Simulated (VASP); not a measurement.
Here is a VASP 6.6.1 calculation.

Contents of INCAR:

```
PREC = Accurate ; ENCUT = 630
EDIFF = 1E-7 ; ISMEAR = -1
SIGMA = 0.1 ; LREAL = False
LASPH = True ; NELM = 120
ALGO = Normal ; ISIF = 3
LWAVE = False ; LCHARG = False
GGA = PS ; IBRION = 2
NSW = 80 ; EDIFFG = -0.01
GGA_COMPAT = False ; NELMIN = 4
```

File KPOINTS:

```
Automatic mesh
0
Gamma
  12 12 12
```

POSCAR

```
Pd
1.0
    2.5140960172      0.0000000000      0.0000000000
    0.0000000000      2.5140960172      0.0000000000
    0.0000000000      0.0000000000      2.5140960172
Pd
1
Direct
    0.0000000000      0.0000000000      0.0000000000
```

Potentials or basis: VASP PAW PBE potentials, release 64 (Pd_sv_GW).

Launch:

```bash
$ cat potpaw_PBE.64/Pd_sv_GW/POTCAR > POTCAR
$ mpirun -np 1 vasp_std > vasp.out
```

Problem. Predict the space group after relaxing (to 0.1 Å).

Solution. Pm-3m (No. 221).

Problem. Estimate the relaxed cell.

Solution. a = 2.563 Å, b = 2.563 Å, c = 2.563 Å, α = 90.00°, β = 90.00°, γ = 90.00°.

Problem. Estimate the relaxed volume.

Solution. 16.83 Å³/atom.

Step by step:
```csv
step,energy change (eV),largest force (eV/Å),pressure (GPa),volume (Å³)
1,0.0000,0.0000,10.46,15.89
2,0.0318,0.0000,-11.34,18.40
3,-0.0289,0.0000,-0.21,16.85
4,-0.0290,0.0000,-0.02,16.83
```

Caveat: the PAW data sets were made with another functional, which shifts forces and pressure a little.
